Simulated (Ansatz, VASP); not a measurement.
# One calculation of SiC2, two programs

```
C Si
1.0
     2.99914    0.00000    0.00000
    -1.49957    2.59733    0.00000
     0.00000    0.00000    7.35450
C Si
4 2
Cartesian
  0.0000 0.0000 -0.1504
  1.4996 0.8658 5.0907
  0.0000 1.7316 2.4669
  1.4996 0.8658 6.6616
  0.0000 1.7316 4.3778
  0.0000 0.0000 1.7783
```

Alike in both runs: task single point; functional PBE; k mesh 9 × 9 × 4; no spin polarisation.

```csv
,VASP,Ansatz
version,VASP 6.6.1,Ansatz 0.2.0
potentials or method,"VASP PAW PBE potentials, release 64 (C, Si)","plane waves, PAW"
plane-wave cutoff (eV),520,420
occupations,"gaussian, width 0.01 eV",fixed
valence electrons in the cell,24,24
```

```tsv
	VASP	Ansatz	Ansatz less VASP
gap on the k mesh at the Fermi level (eV)	1.49	1.49	+0.003
pressure (GPa)	-12.8	-12.8	0.00
traceless stress, the component that is largest in VASP (GPa)	-1.23	-1.20	+0.027
rms of the force components (eV/Å)	0.126	0.129	+0.0024
```

Atom by atom the forces differ by 0.008 eV/Å (rms over components).
